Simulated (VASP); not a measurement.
Input of a VASP 6.6.1 run:

Contents of POSCAR:

```
MgRh
1.0
    3.0466610367      0.0000000000      0.0000000000
    0.0000000000      3.0466610367      0.0000000000
    0.0000000000      0.0000000000      3.0466610367
Mg Rh
1 1
Direct
    0.0000000000      0.0000000000      0.0000000000
    0.5000000000      0.5000000000      0.5000000000
```

Contents of INCAR.step1:

```
SYSTEM = MgRh
PREC = Accurate ; ENCUT = 520
ISMEAR = -1 ; SIGMA = 0.1
LREAL = .FALSE. ; LASPH = .TRUE.
NELM = 100 ; NBANDS = 16
GGA = PE ; ALGO = Normal
EDIFF = 1E-4 ; LWAVE = .TRUE.
LCHARG = .FALSE.
```

INCAR.step2

```
SYSTEM = MgRh
PREC = Accurate ; ENCUT = 520
EDIFF = 1E-7 ; ISMEAR = -1
SIGMA = 0.1 ; LREAL = .FALSE.
LASPH = .TRUE. ; NELM = 100
ALGO = Normal ; ISIF = 2
LWAVE = .FALSE. ; LCHARG = .FALSE.
METAGGA = R2SCAN ; LMIXTAU = .TRUE.
NBANDS = 16 ; ISTART = 1
```

Contents of KPOINTS:

```
Automatic mesh
0
G
  7 7 7
  0 0 0
```

Potentials or basis: VASP PAW PBE potentials, release 64 (Mg, Rh_pv).

Launch:

```bash
$ cat potpaw_PBE.64/Mg/POTCAR potpaw_PBE.64/Rh_pv/POTCAR > POTCAR
$ cp INCAR.step1 INCAR
$ mpirun -np 1 vasp_std > vasp.out
$ cp INCAR.step2 INCAR
$ mpirun -np 1 vasp_std > vasp.out
```

(1) What does it give for the pressure?

## Answers

(1) 6.1 GPa.

Caveat: the PAW data sets were made with another functional, which shifts forces and pressure a little.
